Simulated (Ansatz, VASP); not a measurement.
**Mg in VASP and in Ansatz**

The input INCAR:

```
SYSTEM = Mg
ALGO = Normal
EDIFF = 1E-7
EDIFFG = -0.01
ENCUT = 600
GGA = RP
GGA_COMPAT = .False.
IBRION = 2
ISIF = 3
ISMEAR = 1
IVDW = 12
LASPH = .True.
LCHARG = .False.
LREAL = .False.
LWAVE = .False.
NELM = 120
NELMIN = 4
NSW = 60
PREC = Accurate
SIGMA = 0.2
```

Contents of KPOINTS:

```
k-points
0
Gamma
  11 11 11
  0 0 0
```

The input POSCAR:

```
Mg
1.0
   -1.7727644967      1.7727644967      1.7727644967
    1.7727644967     -1.7727644967      1.7727644967
    1.7727644967      1.7727644967     -1.7727644967
Mg
1
Direct
    0.0000000000      0.0000000000      0.0000000000
```

The input input.yaml:

```yaml
crystal:
  lattice:
    - [-1.7727644967, 1.7727644967, 1.7727644967]
    - [1.7727644967, -1.7727644967, 1.7727644967]
    - [1.7727644967, 1.7727644967, -1.7727644967]
  atoms:
    - { symbol: Mg, position: [0.0, 0.0, 0.0] }
hamiltonian:
  xc: rpbe
  pseudopotentials: { kind: paw }
  dispersion: d3bj
kpoints:
  mp_grid: { grid: [11, 11, 11] }
scf:
  occupations: { method: methfessel_paxton, width: 0.2 }
output:
  forces: true
  stress: true
  write_density: true
  write_potential: true
  elf: true
  volumetric_format: npy
relax:
  f_tol: 0.01
  max_steps: 40
  cell: { stress_tol: 0.05 }
```

Alike in both runs: task relaxation of cell and atoms; functional RPBE; dispersion D3(BJ); k mesh 11 × 11 × 11; occupations methfessel-paxton of order 1, width 0.2 eV; no spin polarisation.

```csv
,VASP,Ansatz
version,VASP 6.6.1,Ansatz 0.2.0
potentials or method,"VASP PAW PBE potentials, release 64 (Mg)",Ansatz PAW
plane-wave cutoff (eV),600,420
valence electrons in the cell,2,10
```

VASP gave:

```
gap on the k mesh at the Fermi level, each at its own relaxed structure (eV) : none
relaxed volume (Å³/atom)                                                     : 16.59
relaxed length of the cell vector where the two differ most in proportion (Å)              : 2.783
```

**Question.** Which values does Ansatz return?

**Answer.** gap on the k mesh at the Fermi level, each at its own relaxed structure (eV): none; relaxed volume (Å³/atom): 16.61; relaxed length of the cell vector where the two differ most in proportion (Å): 2.784.

VASP's potentials were made for PBE, not for RPBE. A gap of «none» marks a metal or a gap that the smearing closes. VASP's potentials hold 2 valence electrons a cell and Ansatz's 10, so a difference there can come from the potentials and not from the codes.

Noted on VASP's run: the volume moved by over 15 % at a fixed basis, so the end points are rough. Noted on Ansatz's run: the volume moved by over 15 % at a fixed basis, so the end points are rough; the plane-wave basis is chosen anew once the cell has moved, so the energies of steps on either side of that aren't comparable.
